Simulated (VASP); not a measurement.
Wanted: the native input for a VASP 6.6.1 run.

| Item | Value |
| --- | --- |
| Task | relaxation of cell and atoms |
| Functional | PBE |
| Potentials or basis | VASP PAW PBE potentials, release 64 (Tl_d) |
| Cutoff | 600 eV |
| k mesh | 10 × 10 × 10 |
| Occupations | fermi-dirac, width 0.05 eV |
| Spin | no spin polarisation |
| Dipole correction | no |
| Further INCAR settings | ALGO = Normal; EDIFF = 1e-06; IBRION = 2; EDIFFG = -0.005; NSW = 60; ISIF = 3 |

The structure of Tl lies in POSCAR:

```
Tl
1.0
    0.0000000000      3.4017220227      3.4017220227
    3.4017220227      0.0000000000      3.4017220227
    3.4017220227      3.4017220227      0.0000000000
Tl
2
Direct
   -0.1250000000     -0.1250000000     -0.1250000000
    0.1250000000      0.1250000000      0.1250000000
```

The input as run:

INCAR

```
PREC = Accurate
ENCUT = 600
EDIFF = 1E-6
ISMEAR = -1
SIGMA = 0.05
LREAL = False
LASPH = True
NELM = 100
ALGO = Normal
ISIF = 3
LWAVE = False
LCHARG = False
GGA = PE
IBRION = 2
NSW = 60
EDIFFG = -0.005
```

KPOINTS

```
Automatic mesh
0
Gamma
  10 10 10
```

Potentials or basis: VASP PAW PBE potentials, release 64 (Tl_d).

Launch:

```console
$ cat potpaw_PBE.64/Tl_d/POTCAR > POTCAR
$ mpirun -np 1 vasp_std > vasp.out
```

Results of the run:

- Relaxed volume: 45.02 Å³/atom
- Relaxed cell: a = 5.031 Å, b = 5.031 Å, c = 5.031 Å, α = 60.00°, β = 60.00°, γ = 60.00°
- Space group after relaxing (to 0.05 Å): Fd-3m (No. 227)
- Energy gained by relaxing: 41.4 meV/atom
- Ionic steps: 4
- Pressure after relaxing: 0.0 GPa
- Band gap on the k mesh: zero (band 13 reaches 4.87 eV, above the bottom of band 14 at 1.94 eV)

Caveat: spin-orbit coupling is left out, which moves the levels of the heavy elements.

Run time: 4.9 min on 1 thread of Oxide Virtual Turin-like Processor, on a shared host, peak memory 0.25 GiB.
